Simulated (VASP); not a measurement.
Crystal: In3As.

```
CELL_PARAMETERS angstrom
2.14866 -2.38342 0.00000
2.14866 2.38342 0.00000
0.00000 0.00000 9.36591
ATOMIC_POSITIONS crystal
In 0.50000 0.50000 0.21951
In 0.50000 0.50000 0.78049
In 0.00000 0.00000 0.00000
As 0.50000 0.50000 0.50000
```

```yaml
Program: VASP 6.6.1
Task: relaxation of cell and atoms
Functional: PBE
Potentials_or_basis: VASP PAW PBE potentials, release 64 (In_d, As)
Cutoff: 600 eV
k_mesh: 6 × 6 × 2
Occupations: gaussian, width 0.1 eV
Spin: no spin polarisation
```

At the start: pressure 8.3 GPa; volume 23.98 Å³/atom.

Where does the relaxation end?

Over 22 steps the energy falls by 223.0 meV/atom and the volume is 26.22 Å³/atom (+9.3 %); space group Cmmm (No. 65, to 0.05 Å).

Step by step:
```csv
step,energy change (eV),largest force (eV/Å),pressure (GPa),volume (Å³)
1,0.0000,0.0876,8.34,95.93
2,-0.3545,0.1593,-1.20,114.25
3,-0.3632,0.1288,-0.29,110.97
4,-0.3897,0.2466,-0.20,110.47
5,-0.5042,0.3173,-0.22,108.86
6,-0.7251,0.5683,0.29,105.12
7,-0.2808,0.6992,7.18,95.67
8,-0.7777,0.6371,1.10,102.89
9,-0.7895,0.5867,0.86,103.19
10,-0.7939,0.5394,0.65,103.49
11,-0.8131,0.4920,0.31,104.09
12,-0.8502,0.3445,-0.55,105.89
13,-0.8398,0.0292,-1.67,109.50
14,-0.8586,0.2143,-1.10,107.38
15,-0.8740,0.1395,-0.66,106.13
16,-0.8819,0.0210,0.04,104.52
17,-0.8886,0.0159,0.18,104.24
18,-0.8899,0.0148,0.28,104.07
19,-0.8899,0.0150,0.28,104.05
20,-0.8913,0.0096,0.05,104.63
21,-0.8917,0.0050,-0.11,105.04
22,-0.8920,0.0041,0.01,104.89
```

Final structure:
```
CELL_PARAMETERS angstrom
2.15481 -2.13663 0.00000
2.15481 2.13663 0.00000
0.00000 0.00000 11.39159
ATOMIC_POSITIONS crystal
In 0.50000 0.50000 0.24259
In 0.50000 0.50000 0.75741
In 0.00000 0.00000 0.00000
As 0.50000 0.50000 0.50000
```
